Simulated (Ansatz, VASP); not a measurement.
## One calculation of HfN, two programs

```
Hf N
1.0
     0.00000    2.27390    2.21705
     2.27390    0.00000    2.21705
     2.27390    2.27390    0.00000
Hf N
1 1
Direct
  0.00000 0.00000 0.00000
  0.50000 0.50000 0.50000
```

Change from the starting cell: strain +0.000 along x and y, -0.025 along z, atoms carried along.

Alike in both runs: task single point; functional PBE; k mesh 22 × 22 × 22; occupations gaussian, width 0.15 eV; no spin polarisation.

|  | VASP | Ansatz |
| --- | --- | --- |
| version | VASP 6.6.1 | Ansatz 0.2.0 |
| potentials or method | VASP PAW PBE potentials, release 64 (Hf_pv, N), cutoff 520 eV | scalar-relativistic, plane waves, PAW |
| valence electrons in the cell | 15 | 31 |

VASP gave:

| Property | Result |
| --- | --- |
| gap on the k mesh at the Fermi level (eV) | none |
| pressure (GPa) | 5.1 |
| traceless stress, the component that is largest in VASP (GPa) | 9.13 |

Question: Which values does Ansatz return?

Answer: gap on the k mesh at the Fermi level (eV): none; pressure (GPa): 7.5; traceless stress, the component that is largest in VASP (GPa): 9.21.

A gap of «none» marks a metal or a gap that the smearing closes. VASP's potentials hold 15 valence electrons a cell and Ansatz's 31, so a difference there can come from the potentials and not from the codes.

Neither program's run includes spin-orbit coupling.
